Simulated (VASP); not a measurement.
# MgO (NiAs type) (P6_3/mmc) in VASP: further runs, part 2 of 2

VASP 6.6.1. The steps go on from the part before.

## Step 4: Single point, PBE

This run uses another cell than the first one, of 7.65 Å³/atom, 1.125 times its volume.

File INCAR:

```
ALGO     = Normal         # electronic algorithm
EDIFF    = 1E-6           # SCF threshold, eV
ENCUT    = 520            # plane-wave cutoff, eV
GGA      = PE             # functional
ISIF     = 2              # what is computed and relaxed
ISMEAR   = -1             # smearing method
LASPH    = True           # aspherical terms in the spheres
LCHARG   = False          # write CHGCAR
LREAL    = False          # projectors in reciprocal space
LWAVE    = False          # write WAVECAR
NBANDS   = 16             # bands
NELM     = 100            # most SCF steps
PREC     = Accurate       # precision mode
SIGMA    = 0.1            # smearing width, eV
```

File KPOINTS:

```
k-points
0
Gamma
  13 13 7
```

File POSCAR:

```
MgO
1.0
    3.0759532275      0.0000000000      0.0000000000
   -1.5379766137      2.6638536359      0.0000000000
    0.0000000000      0.0000000000      3.7338312557
Mg O
2 2
Direct
    0.3333333333      0.6666666667     -0.0620007622
    0.6666666667      0.3333333333      0.4379992378
    0.3333333333      0.6666666667      0.4380007622
    0.6666666667      0.3333333333      0.9380007622
```

Potentials or basis: VASP PAW PBE potentials, release 64 (Mg, O).

Command:

```bash
cat potpaw_PBE.64/Mg/POTCAR potpaw_PBE.64/O/POTCAR > POTCAR
mpirun -np 1 vasp_std > vasp.out
```

OUTCAR:

```text
EDIFF = 1E-6
   ENCUT = 520
   GGA = PE
   ISIF = 2
   ISMEAR = -1
   LASPH = True
   LREAL = False
   NELM = 100
   PREC = Accurate

 ion  position               nearest neighbor table
   1  0.333  0.667  0.938-   4 1.78   4 1.78   4 1.78   3 1.87   3 1.87   2 2.58   2 2.58   2 2.58
                             2 2.58   2 2.58   2 2.58
   2  0.667  0.333  0.438-   3 1.78   3 1.78   3 1.78   4 1.87   4 1.87   1 2.58   1 2.58   1 2.58
                             1 2.58   1 2.58   1 2.58
   3  0.333  0.667  0.438-   2 1.78   2 1.78   2 1.78   1 1.87   1 1.87
   4  0.667  0.333  0.938-   1 1.78   1 1.78   1 1.78   2 1.87   2 1.87

  LATTYP: Found a hexagonal cell.
 ALAT       =     3.0759532275
 C/A-ratio  =     1.2138777737

  Lattice vectors:

 A1 = (   3.0759532275,   0.0000000000,   0.0000000000)
 A2 = (  -1.5379766137,   2.6638536359,   0.0000000000)
 A3 = (   0.0000000000,   0.0000000000,   3.7338312557)

Analysis of symmetry for initial positions (statically):
=====================================================================
 Subroutine PRICEL returns:
 Original cell was already a primitive cell.

[... 178 lines left out ...]
 cond. band min:      10.4157099359   @ k =   0.0000   0.0000   0.0000
 fundamental gap:      5.4288254696
 Fermi energy:         6.8400643010

 k-point     1 :       0.0000    0.0000    0.0000
  band No.  band energies     occupation
      1     -13.9575      2.00000
      2     -11.4469      2.00000
      3      -0.1847      2.00000
      4       2.4310      2.00000
      5       2.4310      2.00000
      6       3.5279      2.00000
[... 433 lines left out ...]
      3       0.1055      2.00000
      4       2.0068      2.00000
      5       2.2685      2.00000
      6       2.8452      2.00000
[... 8 lines left out ...]
     15      22.5852      0.00000
     16      23.9943      0.00000

 [... further k-points ...]

------------------------ aborting loop because EDIFF is reached ----------------------------------------

  FORCE on cell =-STRESS in cart. coord.  units (eV):
  Direction    XX          YY          ZZ          XY          YZ          ZX
  --------------------------------------------------------------------------------------
  -------------------------------------------------------------------------------------
  Total       21.3761125     21.3761125     21.2144448      0.0000000      0.0000000     -0.0000000
  in kB     1119.4238008   1119.4238008   1110.9575875      0.0000000      0.0000000     -0.0000000
  external PRESSURE =    1116.6017297 kB  Pullay stress =       0.0000000 kB

 VOLUME and BASIS-vectors are now :
 -----------------------------------------------------------------------------
  energy-cutoff  :      520.00
  volume of cell :       30.59
      direct lattice vectors                 reciprocal lattice vectors
     3.075953227  0.000000000  0.000000000     0.325102473  0.187698000  0.000000000
    -1.537976614  2.663853636  0.000000000     0.000000000  0.375396000  0.000000000
     0.000000000  0.000000000  3.733831256     0.000000000  0.000000000  0.267821423

 POSITION                                       TOTAL-FORCE (eV/Angst)
 -----------------------------------------------------------------------------------
     -0.00000      1.77590      3.50233         0.000000     -0.000000     -0.000000
      1.53798      0.88795      1.63542        -0.000000      0.000000     -0.000000
     -0.00000      1.77590      1.63542         0.000000     -0.000000      0.000000
      1.53798      0.88795      3.50234         0.000000     -0.000000      0.000000
 -----------------------------------------------------------------------------------
    total drift:                               -0.000000      0.000000     -0.013624

  FREE ENERGIE OF THE ION-ELECTRON SYSTEM (eV)
  ---------------------------------------------------
  free  energy   TOTEN  =       -19.9969711549 eV

  energy  without entropy=      -19.9969711547  energy(sigma->0) =      -19.99697115
```

OSZICAR:

```text
N       E                     dE             d eps       ncg     rms          rms(c)
DAV:   1     0.627615231371E+02    0.62762E+02   -0.81855E+03  2688   0.932E+02
DAV:   2    -0.223943732243E+02   -0.85156E+02   -0.80642E+02  3752   0.222E+02
DAV:   3    -0.250322296119E+02   -0.26379E+01   -0.26348E+01  2952   0.379E+01
DAV:   4    -0.250408349777E+02   -0.86054E-02   -0.86053E-02  3288   0.249E+00
DAV:   5    -0.250408729742E+02   -0.37997E-04   -0.37997E-04  3048   0.152E-01    0.128E+01
DAV:   6    -0.201125318892E+02    0.49283E+01   -0.97669E+00  2776   0.269E+01    0.306E+00
DAV:   7    -0.200246637107E+02    0.87868E-01   -0.30920E-01  2864   0.443E+00    0.213E+00
DAV:   8    -0.199995638740E+02    0.25100E-01   -0.60947E-02  2816   0.274E+00    0.457E-01
DAV:   9    -0.199966830954E+02    0.28808E-02   -0.44152E-03  3256   0.626E-01    0.119E-01
DAV:  10    -0.199969712895E+02   -0.28819E-03   -0.97276E-04  2696   0.228E-01    0.462E-02
DAV:  11    -0.199969705264E+02    0.76313E-06   -0.24945E-05  2896   0.498E-02    0.128E-02
DAV:  12    -0.199969711549E+02   -0.62850E-06   -0.31296E-06  2776   0.148E-02
   1 F= -.19996971E+02 E0= -.19996971E+02  d E =-.173480E-09
```

It took 43 s on 1 thread of AMD EPYC 7R13, shared host; peak memory 0.14 GiB.

Results:

- Free energy: -19.9970 eV
- Pressure: 111.7 GPa
- Band gap on the k mesh: 5.43 eV, direct

Stress tensor (GPa, compression positive):
```
111.94   0.00   0.00
  0.00 111.94   0.00
  0.00   0.00 111.10
```

A k mesh can miss the band edges. PBE gaps usually lie below the measured ones, often by a third to a half.
